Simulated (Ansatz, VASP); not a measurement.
**One calculation of Li6AlB3, two programs**

```
Li Al B
1.0
     5.56168    0.00000    0.00000
     0.00000    5.56168    0.00000
     0.00000    0.00000    5.56168
Li Al B
6 1 3
Cartesian
  3.6944 2.7808 0.0000
  1.8672 2.7808 0.0000
  0.0000 3.6944 2.7808
  0.0000 1.8672 2.7808
  2.7808 0.0000 3.6944
  2.7808 0.0000 1.8672
  0.0000 0.0000 0.0000
  2.7808 0.0000 0.0000
  0.0000 2.7808 0.0000
  0.0000 0.0000 2.7808
```

Alike in both runs: task relaxation of cell and atoms; functional PBE; k mesh 8 × 8 × 8; occupations gaussian, width 0.1 eV; no spin polarisation.

```csv
,VASP,Ansatz
version,VASP 6.6.1,Ansatz 0.2.0
potentials or method,"VASP PAW PBE potentials, release 64 (Li_sv, Al, B), cutoff 600 eV","scalar-relativistic, plane waves, PAW"
valence electrons in the cell,30,30
```

|  | VASP | Ansatz | Ansatz less VASP |
| --- | --- | --- | --- |
| gap on the k mesh at the Fermi level, each at its own relaxed structure (eV) | none | none | - |
| relaxed volume (Å³/atom) | 17.24 | 17.29 | +0.049 |
| relaxed cell length with the largest relative difference (Å) | 5.566 | 5.571 | +0.0052 |

A gap of «none» marks a metal or a gap that the smearing closes.

Noted on VASP's run: the cutoff is short for stress, so the pressure is rough.
